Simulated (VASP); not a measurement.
A run of VASP 6.6.1 is set up as follows.

INCAR

```
  ALGO = Normal
  EDIFF = 1E-6
  ENCUT = 520
  GGA = PE
  ISIF = 2
  ISMEAR = 0
  IVDW = 12
  LASPH = True
  LCHARG = True
  LELF = True
  LREAL = False
  LVHAR = True
  LWAVE = False
  NBANDS = 84
  NELM = 80
  PREC = Accurate
  SIGMA = 0.05
```

File KPOINTS:

```
k-points
0
Gamma
  3 2 3
```

Contents of POSCAR:

```
Sc
1.0
    6.6200000000      0.0000000000      0.0000000000
   -4.9650000000      8.5996320000      0.0000000000
    0.0000000000      0.0000000000      5.2761400000
Sc
13
Direct
    0.0043298296      0.0045986852      0.0074010546
    0.1227593330      0.1913880734      0.5079584696
   -0.0424551784      0.3144231055     -0.0401844909
    0.1626473316      0.5689039950      0.5355422714
   -0.0144745275      0.6544003278      0.0491766708
    0.1684069571      0.8918074634      0.5125021322
    0.5025953597     -0.0004573452     -0.0222708268
    0.6619623939      0.2315142090      0.4371140644
    0.5005480665      0.2951968177     -0.0911992479
    0.7065643904      0.5835938096      0.5743204312
    0.5243786708      0.7129272508     -0.0051780279
    0.6622152022      0.8888986180      0.4902438146
    0.3812396139      0.4410211972      1.2096805619
```

Potentials or basis: VASP PAW PBE potentials, release 64 (Sc_sv).

Run with:

```sh
$ cat potpaw_PBE.64/Sc_sv/POTCAR > POTCAR
$ mpirun -np 1 vasp_std > vasp.out
```

Task: Estimate the band gap on the k mesh.

Result: Zero (an odd number of electrons rules out a gap without spin polarisation).

Task: What does it give for the pressure?

Result: 1.0 GPa.

Stress tensor (GPa, compression positive):
```
 0.45 -0.08 -0.26
-0.08  1.55  0.50
-0.26  0.50  0.94
```

Caveat: the k points lie up to 0.40 Å⁻¹ apart, too coarse for converged energies and pressures of a metal.
